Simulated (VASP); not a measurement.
# C28N (a cell with a defect) in VASP: notebook

The runs below take C28N (a cell with a defect) through single point, with PBE.

Program: VASP 6.6.1. These are calculated values, not measurements. Logs are shortened: lines on timing, memory, paths and dates and some standing lists are left out, and cuts for length are marked.

## (1) The cell of the first run

The cell holds a defect, 29 atoms: a = 6.526 Å, b = 6.526 Å, c = 8.465 Å, α = 90.00°, β = 90.00°, γ = 120.00°.

## (2) Single point, PBE

Input file INCAR:

```
SYSTEM = C28N
  PREC = Accurate
  ENCUT = 520
  EDIFF = 1E-7
  ISMEAR = 0
  SIGMA = 0.1
  LREAL = Auto
  LASPH = .True.
  NELM = 100
  ALGO = Normal
  ISIF = 2
  LWAVE = .False.
  LCHARG = .False.
  GGA = PE
  NBANDS = 78
```

Input file KPOINTS:

```
regular mesh
0
Gamma
  4 4 3
  0 0 0
```

Input file POSCAR:

```
C28N
1.0
    4.9330655670     -4.2721600996      0.0000000000
   -6.1663319588     -2.1360800497      0.0000000000
    0.0000000000      0.0000000000     -8.4654494173
C N
28 1
Direct
    0.5985221809      0.8549363215      0.7564219788
    0.1698574550      0.7118870654      0.7558605202
    0.7413183006      0.5690870693      0.7558556770
    0.3126588784      0.4261695226      0.7559469893
    0.8841388622      0.2833087789      0.7573349841
    0.4557166613      0.1404963560      0.7563581901
    0.0270738507     -0.0022428114      0.7560125499
    0.5425700872      0.8466863039      0.2098362311
    0.1215383167      0.7084012853      0.2019559643
    0.6887325142      0.5648905498      0.2044545912
    0.2606163193      0.4220803240      0.2065661153
    0.8349257579      0.2879810103      0.2443154401
    0.4046409656      0.1381376190      0.2090967547
   -0.0206843565     -0.0098428510      0.2120175683
    0.3603960875      0.6643558208      0.7559252539
    0.9317428422      0.5212915155      0.7564117018
    0.5031666249      0.3785399436      0.7558866263
    0.0745385518      0.2357694287      0.7565855850
    0.6461462022      0.0929623291      0.7571271983
    0.2175087800      0.9500667678      0.7558267358
    0.7889296484      0.8072278166      0.7558998565
    0.4971414793      0.6122013117      0.2019043427
    0.0761062992      0.4739432427      0.2100317316
    0.6393949492      0.3304353741      0.2122694155
    0.2140658468      0.1825214512      0.2090473775
    0.7837515873      0.0324513778      0.2439011679
    0.3580734743      0.8985865444      0.2065123674
    0.9298797717      0.7556724020      0.2044049778
    0.8095294232      1.1598299882      0.3908158725
```

Potentials or basis: VASP PAW PBE potentials, release 64 (C, N).

Launch:

```console
$ cat potpaw_PBE.64/C/POTCAR potpaw_PBE.64/N/POTCAR > POTCAR
$ mpirun -np 1 vasp_std > vasp.out
```

OUTCAR:

```text
SYSTEM = C28N
   PREC = Accurate
   ENCUT = 520
   EDIFF = 1E-7
   ISMEAR = 0
   LREAL = Auto
   LASPH = .True.
   NELM = 100
   ISIF = 2
   GGA = PE

 ion  position               nearest neighbor table
   1  0.599  0.855  0.756-  19 1.42  21 1.42  15 1.42
   2  0.170  0.712  0.756-  15 1.42  16 1.42  20 1.42
   3  0.741  0.569  0.756-  21 1.42  17 1.42  16 1.42
   4  0.313  0.426  0.756-  18 1.42  17 1.42  15 1.42
   5  0.884  0.283  0.757-  18 1.42  19 1.42  16 1.42
   6  0.456  0.140  0.756-  19 1.42  17 1.42  20 1.42
   7  0.027  0.998  0.756-  18 1.42  20 1.42  21 1.42
   8  0.543  0.847  0.210-  27 1.40  22 1.41  26 1.46
   9  0.122  0.708  0.202-  23 1.41  27 1.42  28 1.43
  10  0.689  0.565  0.204-  24 1.40  22 1.43  28 1.44
  11  0.261  0.422  0.207-  23 1.40  22 1.42  25 1.44
  12  0.835  0.288  0.244-  23 1.46  29 1.46  24 1.46  26 1.53
  13  0.405  0.138  0.209-  25 1.41  24 1.41  27 1.44
  14  0.979  0.990  0.212-  28 1.40  25 1.41  26 1.46
  15  0.360  0.664  0.756-   2 1.42   4 1.42   1 1.42
  16  0.932  0.521  0.756-   5 1.42   2 1.42   3 1.42
  17  0.503  0.379  0.756-   6 1.42   4 1.42   3 1.42
  18  0.075  0.236  0.757-   5 1.42   7 1.42   4 1.42
  19  0.646  0.093  0.757-   5 1.42   6 1.42   1 1.42
  20  0.218  0.950  0.756-   7 1.42   6 1.42   2 1.42
  21  0.789  0.807  0.756-   1 1.42   3 1.42   7 1.42
  22  0.497  0.612  0.202-   8 1.41  11 1.42  10 1.43
  23  0.076  0.474  0.210-  11 1.40   9 1.41  12 1.46
  24  0.639  0.330  0.212-  10 1.40  13 1.41  12 1.46
  25  0.214  0.183  0.209-  13 1.41  14 1.41  11 1.44
  26  0.784  0.032  0.244-   8 1.46  29 1.46  14 1.46  12 1.53
  27  0.358  0.899  0.207-   8 1.40   9 1.42  13 1.44
  28  0.930  0.756  0.204-  14 1.40   9 1.43  10 1.44
  29  0.810  0.160  0.391-  26 1.46  12 1.46

  LATTYP: Found a hexagonal cell.
 ALAT       =     6.5258323458
 C/A-ratio  =     1.2972214070

  Lattice vectors:

 A1 = (   4.9330655670,  -4.2721600996,   0.0000000000)
 A2 = (  -6.1663319588,  -2.1360800497,   0.0000000000)
 A3 = (   0.0000000000,   0.0000000000,  -8.4654494173)

Analysis of symmetry for initial positions (statically):
=====================================================================
 Subroutine PRICEL returns:
 Original cell was already a primitive cell.

 Routine SETGRP: Setting up the symmetry group for a
 hexagonal supercell.

 Subroutine GETGRP returns: Found  1 space group operations
 (whereof  1 operations were pure point group operations)
 out of a pool of 24 trial point group operations.

The static configuration has the point symmetry C_1 .

Analysis of symmetry for dynamics (positions and initial velocities):
[... 175 lines left out ...]
   PSTRESS=    0.0 pullay stress
   NELECT =     117.0000    total number of electrons
   NUPDOWN=      -1.0000    fix difference up-down
   EMIN   =  10.00;   EMAX   =-10.00  energy-range for DOS
   EFERMI =   0.00;   METHOD = LEGACY
   ISMEAR =     0;   SIGMA  =   0.10  broadening in eV -4-tet -1-fermi 0-gaus
   EFERMI_NEDOS =   21; number of points for ismear=-14 and -15
   IALGO  =     38    algorithm
   IMIX   =      4    mixing-type and parameters
     AMIX     =   0.40;   BMIX     =  1.00
     AMIX_MAG =   1.60;   BMIX_MAG =  1.00
  volume/ion in A,a.u.               =      10.77        72.65
  Fermi-wavevector in a.u.,A,eV,Ry     =   1.180282  2.230410 18.953824  1.393067
  Thomas-Fermi vector in A             =   2.316578
   LORBIT       =      0    0 simple, 1 ext, 2 COOP (PROOUT), +10 PAW based schemes
   GGA     = PE    functional components
   LHFCALC =     F    Hartree Fock is set to
   AEXX    =    0.0000 exact exchange contribution
   IVDW    =     0    specifies the selected vdW correction
   LEPSILON=     F    determine dielectric tensor
   LRPA    =     F    only Hartree local field effects (RPA)
 non-spin polarized calculation
 Gauss-broadening in eV      SIGMA  =   0.10
  energy-cutoff  :      520.00
  volume of cell :      312.21
 maximum number of plane-waves:      8422
 NGX is ok and might be reduce to    50
   NGX = 25   NGY = 25   NGZ = 31

 number of electron     116.9999998 magnetization

 Free energy of the ion-electron system (eV)
  ---------------------------------------------------
  ext. energy  EPLUGINS =         0.00000000
  ---------------------------------------------------
  free energy    TOTEN  =      -262.21487770 eV

  energy without entropy =     -262.17991269  energy(sigma->0) =     -262.19739519

 E-fermi :   2.3357     XC(G=0):  -8.9742

 val. band max:        2.3349726083   @ k =   0.0000   0.0000   0.0000
 cond. band min:       2.3515815048   @ k =   0.0000   0.0000   0.3333
 fundamental gap:      0.0166088965
 Fermi energy:         2.3356755626

 k-point     1 :       0.0000    0.0000    0.0000
  band No.  band energies     occupation
      1     -17.8680      2.00000
      2     -16.4202      2.00000
      3     -15.8012      2.00000
      4     -13.5849      2.00000
      5     -13.5558      2.00000
      6     -13.4772      2.00000
[... 1741 lines left out ...]
     69       8.6499      0.00000
     70       8.8631      0.00000

 [... further k-points ...]

 [bands above 70 left out]

------------------------ aborting loop because EDIFF is reached ----------------------------------------

  FORCE on cell =-STRESS in cart. coord.  units (eV):
  Direction    XX          YY          ZZ          XY          YZ          ZX
  --------------------------------------------------------------------------------------
  -------------------------------------------------------------------------------------
  Total        4.8477488      5.7153817      1.0222062     -0.4993410      0.0312081      0.0625183
  in kB       24.8770119     29.3294113      5.2456173     -2.5624497      0.1601494      0.3208230
  external PRESSURE =      19.8173469 kB  Pullay stress =       0.0000000 kB

 VOLUME and BASIS-vectors are now :
 -----------------------------------------------------------------------------
  energy-cutoff  :      520.00
  volume of cell :      312.21
      direct lattice vectors                 reciprocal lattice vectors
     4.933065567 -4.272160100  0.000000000     0.057918202 -0.167195446  0.000000000
    -6.166331959 -2.136080050  0.000000000    -0.115836403 -0.133756357  0.000000000
     0.000000000  0.000000000 -8.465449417     0.000000000  0.000000000 -0.118127219

 POSITION                                       TOTAL-FORCE (eV/Angst)
 -----------------------------------------------------------------------------------
     -2.31927     -4.38320     -6.40345        -0.008491     -0.002438      0.000933
     -3.55181     -2.24631     -6.39870         0.002863     -0.002663     -0.002508
      0.14779     -4.38265     -6.39866         0.001301      0.003422     -0.000328
     -1.08554     -2.24606     -6.39943        -0.000330      0.000712     -0.005093
      2.61454     -4.38235     -6.41118        -0.005789      0.009109      0.000970
      1.38173     -2.24701     -6.40291         0.007245     -0.001715      0.001040
[... 21 lines left out ...]
     -0.07257     -5.58677     -1.73038         0.013976     -0.013582     -0.006812
      3.00790     -3.79985     -3.30843        -0.005826     -0.001572     -0.164342
 -----------------------------------------------------------------------------------
    total drift:                                0.005229      0.019042     -0.004254

  FREE ENERGIE OF THE ION-ELECTRON SYSTEM (eV)
  ---------------------------------------------------
  free  energy   TOTEN  =      -262.2148776955 eV

  energy  without entropy=     -262.1799126886  energy(sigma->0) =     -262.19739519
```

stdout:

```text
POSCAR found type information on POSCAR C N
 POSCAR found :  2 types and      29 ions
 scaLAPACK will be used
 LDA part: xc-table for (Slater+PW92), standard interpolation
 POSCAR, INCAR and KPOINTS ok, starting setup
 FFT: planning ... GRIDC
 FFT: planning ... GRID_SOFT
 FFT: planning ... GRID
 WAVECAR not read
 entering main loop
```

Wall time 9.8 min (1 thread of Intel Xeon 6975P-C (Granite Rapids), shared host); peak memory 0.61 GiB.

Results:

| Quantity | Value |
| --- | --- |
| Free energy | -262.2149 eV |
| Pressure | 2.0 GPa |
| Largest force | 0.164 eV/Å |
| Band gap on the k mesh | zero (an odd number of electrons rules out a gap without spin polarisation) |

Forces on the atoms (eV/Å):
```
C   -0.008 -0.002  0.001
C    0.003 -0.003 -0.003
C    0.001  0.003  0.000
C    0.000  0.001 -0.005
C   -0.006  0.009  0.001
C    0.007 -0.002  0.001
C   -0.006 -0.005  0.000
C   -0.009  0.004  0.013
C   -0.007  0.005  0.008
C    0.004 -0.003 -0.001
C    0.004  0.012 -0.006
C   -0.070 -0.049  0.073
C    0.008  0.007  0.000
C   -0.013  0.005  0.022
C    0.006  0.007  0.001
C    0.001  0.003 -0.002
C   -0.007  0.005  0.001
C    0.001 -0.006  0.003
C    0.000 -0.010  0.002
C   -0.001 -0.006 -0.001
C   -0.006  0.003  0.001
C   -0.005  0.006  0.007
C    0.013  0.015  0.003
C    0.020 -0.007  0.004
C   -0.002  0.002 -0.002
C    0.055  0.033  0.058
C    0.009 -0.014 -0.007
C    0.014 -0.014 -0.007
N   -0.006 -0.002 -0.164
```

Stress tensor (GPa, compression positive):
```
 2.49 -0.26  0.03
-0.26  2.93  0.02
 0.03  0.02  0.52
```

Caveat: an odd number of electrons without spin polarisation forces a metal; a magnetic or distorted state may lie lower.

## (3) Single point, PBE

Input file INCAR:

```
SYSTEM = C28N
PREC = Accurate
ENCUT = 520
EDIFF = 1E-6
ISMEAR = 0
SIGMA = 0.1
LREAL = Auto
LASPH = .TRUE.
NELM = 60
ALGO = Normal
ISIF = 2
LWAVE = .FALSE.
LCHARG = .FALSE.
GGA = PE
NBANDS = 78
```

Input file KPOINTS:

```
Automatic mesh
0
G
  4 4 3
  0 0 0
```

Input file POSCAR:

```
C28N
1.0
    4.9330655670     -4.2721600996      0.0000000000
   -6.1663319588     -2.1360800497      0.0000000000
    0.0000000000      0.0000000000     -8.4654494173
C N
28 1
Direct
    0.5846810042      0.8657817590      0.7552147187
    0.1560291948      0.7227768920      0.7547196475
    0.7274818881      0.5799880507      0.7547424460
    0.2988130944      0.4370471140      0.7549108954
    0.8703305082      0.2942013946      0.7561280783
    0.4418691659      0.1513754974      0.7551163187
    0.0132342911      0.0086410570      0.7550339840
    0.5575381255      0.8396758663      0.2108293266
    0.1365292084      0.7013882104      0.2030368283
    0.7037578766      0.5578946725      0.2055540012
    0.2755786150      0.4150654545      0.2076583195
    0.8499013779      0.2809764759      0.2453207027
    0.4196361750      0.1311177813      0.2101467875
   -0.0057049490     -0.0168193811      0.2129845577
    0.3465851622      0.6752428117      0.7548048172
    0.9179417387      0.5322019323      0.7552246413
    0.4893461026      0.3894531506      0.7547557944
    0.0607399913      0.2466710144      0.7555571695
    0.6323257838      0.1038472394      0.7557791305
    0.2036615841      0.9609570142      0.7547247270
    0.7751186148      0.8181351544      0.7548505324
    0.5120997536      0.6051921444      0.2029702046
    0.0910912189      0.4669177681      0.2111441356
    0.6543801540      0.3234261825      0.2133362224
    0.2290339113      0.1755090885      0.2101127669
    0.7987431058      0.0255245928      0.2449448219
    0.3730695142      0.8915636413      0.2075612189
    0.9448784417      0.7486756044      0.2055157280
    0.8243307453      1.1527705065      0.3919053598
```

Potentials or basis: VASP PAW PBE potentials, release 64 (C, N).

Launch:

```console
$ cat potpaw_PBE.64/C/POTCAR potpaw_PBE.64/N/POTCAR > POTCAR
$ mpirun -np 1 vasp_std > vasp.out
```

Run time: 9.1 min. Hardware: 1 thread of Intel Xeon 6975P-C (Granite Rapids), shared host; peak memory 0.61 GiB.

It converged, with:

* Free energy: -262.2179 eV
* Pressure: 2.0 GPa
* Largest force: 0.154 eV/Å
* Band gap on the k mesh: zero (an odd number of electrons rules out a gap without spin polarisation)

Forces in eV/Å, atoms in the order of the input:
```
C    0.000  0.003  0.002
C    0.003  0.001  0.000
C   -0.003  0.001  0.002
C   -0.008 -0.004 -0.005
C    0.000 -0.003  0.002
C   -0.004  0.004 -0.001
C   -0.005 -0.001 -0.005
C    0.007 -0.020  0.007
C    0.007  0.003  0.003
C   -0.007 -0.007  0.004
C    0.004  0.003  0.001
C   -0.060 -0.031  0.063
C    0.008  0.002  0.000
C   -0.001  0.004  0.006
C   -0.006 -0.001 -0.004
C   -0.003 -0.003  0.002
C   -0.003  0.005  0.000
C    0.000  0.002  0.003
C    0.004  0.003 -0.001
C   -0.006  0.004 -0.003
C    0.003 -0.001 -0.001
C    0.006  0.003  0.003
C   -0.006  0.012  0.006
C    0.017 -0.003  0.006
C   -0.010 -0.005  0.001
C    0.061  0.031  0.060
C   -0.007 -0.009  0.002
C    0.009  0.008  0.001
N   -0.001 -0.001 -0.154
```

Stress tensor (GPa, compression positive):
```
 2.52 -0.28  0.03
-0.28  2.90  0.02
 0.03  0.02  0.48
```

Levels at points of the mesh, in eV from the Fermi level:
```
           k point  band 55  band 56  band 57  band 58  band 59  band 60  band 61  band 62  band 63  band 64
(0.00, 0.00, 0.00)    -2.28    -2.28    -2.12    -1.07     0.00     2.69     4.25     4.38     4.42     4.47
(0.50, 0.00, 0.00)    -1.20    -0.86    -0.83    -0.58    -0.30     1.56     2.23     2.24     2.45     2.74
(0.00, 0.50, 0.00)    -1.15    -0.83    -0.78    -0.24     0.60     0.85     2.09     2.24     2.27     2.47
(0.50, 0.50, 0.00)    -1.28    -0.87    -0.81    -0.69     0.09     1.64     1.98     2.23     2.28     2.47
```

Caveat: an odd number of electrons without spin polarisation forces a metal; a magnetic or distorted state may lie lower.
